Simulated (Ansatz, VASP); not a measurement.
**Ag: VASP beside Ansatz**

Contents of POSCAR:

```
Ag
1.0
    2.6410353091      0.0000000000      0.0000000000
    0.0000000000      2.6410353091      0.0000000000
    0.0000000000      0.0000000000      2.6410353091
Ag
1
Direct
    0.0000000000      0.0000000000      0.0000000000
```

File INCAR.step1:

```
ALGO = Normal
EDIFF = 1E-4
ENCUT = 600
GGA = PE
ISMEAR = -1
LASPH = True
LCHARG = False
LREAL = False
LWAVE = True
NELM = 60
PREC = Accurate
SIGMA = 0.1
```

INCAR.step2

```
ALGO = Normal
EDIFF = 1E-6
EDIFFG = -0.01
ENCUT = 600
IBRION = 2
ISIF = 3
ISMEAR = -1
ISTART = 1
LASPH = True
LCHARG = False
LMIXTAU = True
LREAL = False
LWAVE = False
METAGGA = R2SCAN
NELM = 60
NSW = 80
PREC = Accurate
SIGMA = 0.1
```

KPOINTS

```
k-points
0
Gamma
  12 12 12
```

Input for Ansatz:

```yaml
crystal:
  lattice:
    - [2.6410353091, 0.0, 0.0]
    - [0.0, 2.6410353091, 0.0]
    - [0.0, 0.0, 2.6410353091]
  atoms:
    - { symbol: Ag, position: [0.0, 0.0, 0.0] }
hamiltonian:
  xc: r2scan
  pseudopotentials:
    kind: paw
    azcp:
      Ag: "pseudopotentials/Ag.paw.azcp"
basis:
  ecutwfc: 500
  fft_grid_basis: typed
kpoints:
  mp_grid: { grid: [12, 12, 12], shift: [0, 0, 0] }
magnetization:
  spin_polarized: false
scf:
  occupations: { method: fermi_dirac, width: 0.1 }
relax:
  max_steps: 60
  f_tol: 0.01
  cell: {}
```

Alike in both runs: task relaxation of cell and atoms; functional r2SCAN; k mesh 12 × 12 × 12; occupations fermi-dirac, width 0.1 eV; no spin polarisation.

```csv
,VASP,Ansatz
version,VASP 6.6.1,Ansatz 0.2.0
potentials or method,"VASP PAW PBE potentials, release 64 (Ag), cutoff 600 eV","plane waves (500 eV) with PAW, scalar-relativistic"
valence electrons in the cell,11,19
```

Ansatz gave:

```
relaxed volume (Å³/atom)                                        : 20.02
relaxed length of the cell vector where the two differ most in proportion (Å) : 2.715
```

Task: What did VASP give for the same quantities?

Result: Relaxed volume (Å³/atom): 20.07; relaxed length of the cell vector where the two differ most in proportion (Å): 2.717.

VASP's potentials were made for PBE, not for r2SCAN. VASP's potentials hold 11 valence electrons a cell and Ansatz's 19, so a difference there can come from the potentials and not from the codes.
